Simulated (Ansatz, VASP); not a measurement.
This is a calculation of Lu for VASP 6.6.1.

Contents of INCAR:

```
PREC = Accurate
ENCUT = 520
EDIFF = 1E-6
ISMEAR = -1
SIGMA = 0.05
LREAL = F
LASPH = T
NELM = 100
ALGO = Normal
ISIF = 2
LWAVE = F
LCHARG = F
GGA = PE
NBANDS = 32
```

KPOINTS

```
Automatic mesh
0
Gamma
  9 9 5
```

The input POSCAR:

```
Lu
1.0
    3.4557550070      0.0000000000      0.0000000000
   -1.7278775035      2.9927716254      0.0000000000
    0.0000000000      0.0000000000      5.4758786414
Lu
2
Direct
    0.6666666667      0.3333333333      0.7500000000
    0.3333333333      0.6666666667      0.2500000000
```

Potentials or basis: VASP PAW PBE potentials, release 64 (Lu).

Command:

```sh
$ cat potpaw_PBE.64/Lu/POTCAR > POTCAR
$ mpirun -np 1 vasp_std > vasp.out
```

Question: Set up the same calculation for Ansatz 0.2.0. Potentials there: all-electron LAPW, scalar-relativistic.

Answer: As run (the cutoff follows the program's own potentials):

File input.yaml:

```yaml
crystal:
  lattice:
    - [3.455755007, 0.0, 0.0]
    - [-1.7278775035, 2.9927716254, 0.0]
    - [0.0, 0.0, 5.4758786414]
  atoms:
    - { symbol: Lu, position: [0.6666666667, 0.3333333333, 0.75] }
    - { symbol: Lu, position: [0.3333333333, 0.6666666667, 0.25] }
kpoints:
  mp_grid: { grid: [9, 9, 5] }
scf:
  occupations: { method: fermi_dirac, width: 0.05 }
hamiltonian:
  xc: pbe
  pseudopotentials: { kind: all_electron, lapw: { basis_error: 0.0005 } }
output:
  forces: true
  stress: true
  eigenvalues: true
```

Potentials or basis: all-electron LAPW, scalar-relativistic.

Launch:

```console
$ ansatz run input.yaml --threads 1 --pin off --max-ram 3072MiB --backend cpu --events-out ev --progress --plain --runs-dir out
```

Both were run:

|  | VASP | Ansatz | Ansatz less VASP |
| --- | --- | --- | --- |
| gap on the k mesh at the Fermi level (eV) | none | none | - |
| pressure (GPa) | 1.6 | 1.4 | -0.17 |
| traceless stress, the component that is largest in VASP (GPa) | -0.77 | -0.77 | -0.002 |

A gap of «none» marks a metal or a gap that the smearing closes. Ansatz ran all-electron here, and VASP with PAW potentials.

Spin-orbit coupling is off throughout.
